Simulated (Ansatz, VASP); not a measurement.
**Two plane-wave programs on BeTe**

```
CELL_PARAMETERS angstrom
0.00000 2.80645 2.80645
2.80645 0.00000 2.80645
2.80645 2.80645 0.00000
ATOMIC_POSITIONS crystal
Be 0.00000 0.00000 0.00000
Te 0.25000 0.25000 0.25000
```

Alike in both runs: task single point; functional PBEsol; k mesh 6 × 6 × 6; occupations fermi-dirac, width 0.01 eV; no spin polarisation.

|  | VASP | Ansatz |
| --- | --- | --- |
| version | VASP 6.6.1 | Ansatz 0.2.0 |
| potentials or method | VASP PAW PBE potentials, release 64 (Be, Te), cutoff 600 eV | plane waves, PAW |
| valence electrons in the cell | 8 | 18 |

|  | VASP | Ansatz | Ansatz less VASP |
| --- | --- | --- | --- |
| pressure (GPa) | 0.0 | -0.2 | -0.26 |

VASP's potentials were made for PBE, not for PBEsol. The functional is the same, so the differences come from potentials, cutoffs and numerics. VASP's potentials hold 8 valence electrons a cell and Ansatz's 18, so a difference there can come from the potentials and not from the codes.

Neither program's run includes spin-orbit coupling.
